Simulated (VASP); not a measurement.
The system is P2Pt3.

```xyz
5
Lattice="3.7884 0.0000 0.0000 -1.8942 3.2809 0.0000 0.0000 0.0000 5.8232" Properties=species:S:1:pos:R:3 pbc="T T T"
P     0.0000    2.1872    4.6323
P     1.8942    1.0936    1.1910
Pt    0.0000    0.0000    0.0000
Pt    1.8942    1.0936    3.6067
Pt    0.0000    2.1872    2.2165
```

* Program: VASP 6.6.1
* Task: relaxation of cell and atoms
* Functional: PBE
* Potentials or basis: VASP PAW PBE potentials, release 64 (P, Pt)
* Cutoff: 600 eV
* k mesh: 6 × 6 × 4
* Occupations: gaussian, width 0.1 eV
* Spin: no spin polarisation

At the start: pressure 25.1 GPa; volume 14.48 Å³/atom.

Question: How do energy, volume and symmetry change on relaxing?

Answer: Over 16 steps the energy falls by 173.0 meV/atom and the volume is 16.12 Å³/atom (+11.4 %); space group P-3m1 (No. 164, to 0.1 Å) before and after.

The path:
| step | energy change (eV) | largest force (eV/Å) | pressure (GPa) | volume (Å³) |
| --- | --- | --- | --- | --- |
| 1 | 0.0000 | 2.2935 | 25.12 | 72.38 |
| 2 | 0.8299 | 1.0603 | -21.59 | 98.86 |
| 3 | -0.6847 | 0.7721 | -2.64 | 81.49 |
| 4 | -0.6880 | 0.8277 | -1.46 | 80.93 |
| 5 | -0.6881 | 0.8457 | -1.05 | 80.76 |
| 6 | -0.7723 | 0.5188 | -0.07 | 80.24 |
| 7 | -0.8210 | 0.3010 | 1.93 | 79.49 |
| 8 | -0.8353 | 0.2641 | -2.51 | 81.72 |
| 9 | -0.8379 | 0.2735 | -1.31 | 81.08 |
| 10 | -0.8575 | 0.0552 | -0.59 | 80.96 |
| 11 | -0.8600 | 0.0947 | -0.16 | 80.90 |
| 12 | -0.8600 | 0.0886 | -0.19 | 80.91 |
| 13 | -0.8622 | 0.0746 | 0.28 | 80.65 |
| 14 | -0.8632 | 0.0611 | 0.81 | 80.36 |
| 15 | -0.8642 | 0.0461 | 0.53 | 80.46 |
| 16 | -0.8650 | 0.0244 | 0.12 | 80.61 |

Final structure:
```yaml
crystal:
  lattice:
    - [3.99311, 0.00000, 0.00000]
    - [-1.99655, 3.45813, 0.00000]
    - [0.00000, 0.00000, 5.83740]
  atoms:
    - { symbol: P, position: [0.33333, 0.66667, 0.77326] }
    - { symbol: P, position: [0.66667, 0.33333, 0.22674] }
    - { symbol: Pt, position: [0.00000, 0.00000, 0.00000] }
    - { symbol: Pt, position: [0.66667, 0.33333, 0.64710] }
    - { symbol: Pt, position: [0.33333, 0.66667, 0.35290] }
```
